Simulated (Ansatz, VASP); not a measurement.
## Two plane-wave programs on Pb

File POSCAR:

```
Pb
1.0
    3.3060006560      0.0000000000      0.0000000000
   -1.6530003280      2.8630805531      0.0000000000
    0.0000000000      0.0000000000      5.7297500000
Pb
2
Direct
    0.3333333333      0.6666666667      0.2500000000
    0.6666666667      0.3333333333      0.7500000000
```

The input INCAR.step1:

```
SYSTEM = Pb
PREC = Accurate
ENCUT = 520
ISMEAR = 0
SIGMA = 0.15
LREAL = .FALSE.
LASPH = .TRUE.
NELM = 100
NBANDS = 21
GGA = PE
ALGO = Normal
EDIFF = 1E-4
LWAVE = .TRUE.
LCHARG = .FALSE.
```

The input INCAR.step2:

```
SYSTEM = Pb
PREC = Accurate
ENCUT = 520
EDIFF = 1E-6
ISMEAR = 0
SIGMA = 0.15
LREAL = .FALSE.
LASPH = .TRUE.
NELM = 100
ALGO = Normal
ISIF = 2
LWAVE = .FALSE.
LCHARG = .FALSE.
METAGGA = R2SCAN
LMIXTAU = .TRUE.
NBANDS = 21
ISTART = 1
```

KPOINTS

```
regular mesh
0
G
  18 18 10
  0 0 0
```

Input for Ansatz:

```yaml
crystal:
  lattice:
    - [3.306000656, 0.0, 0.0]
    - [-1.653000328, 2.8630805531, 0.0]
    - [0.0, 0.0, 5.72975]
  atoms:
    - { symbol: Pb, position: [0.3333333333, 0.6666666667, 0.25] }
    - { symbol: Pb, position: [0.6666666667, 0.3333333333, 0.75] }
basis:
  ecutwfc: 500
kpoints:
  mp_grid: { grid: [18, 18, 10] }
hamiltonian:
  xc: r2scan
scf:
  occupations: { method: gaussian, width: 0.15 }
output:
  forces: true
  stress: true
  eigenvalues: true
```

Change from the starting cell: strain -0.050 along x and y, +0.025 along z, atoms carried along.

Alike in both runs: task single point; functional r2SCAN; k mesh 18 × 18 × 10; occupations gaussian, width 0.15 eV; no spin polarisation.

|  | VASP | Ansatz |
| --- | --- | --- |
| version | VASP 6.6.1 | Ansatz 0.2.0 |
| potentials or method | VASP PAW PBE potentials, release 64 (Pb_d), cutoff 520 eV | scalar-relativistic, plane waves, PAW |
| valence electrons in the cell | 28 | 28 |

|  | VASP | Ansatz | Ansatz less VASP |
| --- | --- | --- | --- |
| gap on the k mesh at the Fermi level (eV) | none | none | - |
| pressure (GPa) | 8.3 | 8.3 | -0.04 |
| traceless stress, the component that is largest in VASP (GPa) | -2.52 | -2.51 | +0.012 |

VASP's potentials were made for PBE, not for r2SCAN. A gap of «none» marks a metal or a gap that the smearing closes. With one functional, cell and mesh, what is left measures potentials, basis and numerics.

Spin-orbit coupling is off throughout.
